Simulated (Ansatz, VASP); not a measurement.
**InP: VASP beside Ansatz**

```
In P
1.0
     0.00000    2.95379    2.95379
     2.95379    0.00000    2.95379
     2.95379    2.95379    0.00000
In P
1 1
Direct
  0.00000 0.00000 0.00000
  0.25000 0.25000 0.25000
```

Alike in both runs: task single point; functional PBE; k mesh 4 × 4 × 4; occupations fermi-dirac, width 0.02 eV; non-collinear spin, spin-orbit coupling.

|  | VASP | Ansatz |
| --- | --- | --- |
| version | VASP 6.6.1 | Ansatz 0.2.0 |
| potentials or method | VASP PAW PBE potentials, release 64 (In_d, P) | plane waves, PAW |
| plane-wave cutoff (eV) | 500 | 420 |
| valence electrons in the cell | 18 | 18 |

|  | VASP | Ansatz | Ansatz less VASP |
| --- | --- | --- | --- |
| net moment per atom (μB) | 0.00 | 0.00 | 0.000 |

With one functional, cell and mesh, what is left measures potentials, basis and numerics. Ansatz's warnings: optics gap not shown off mesh.

The k mesh is coarse, so the values compare programs but aren't converged.
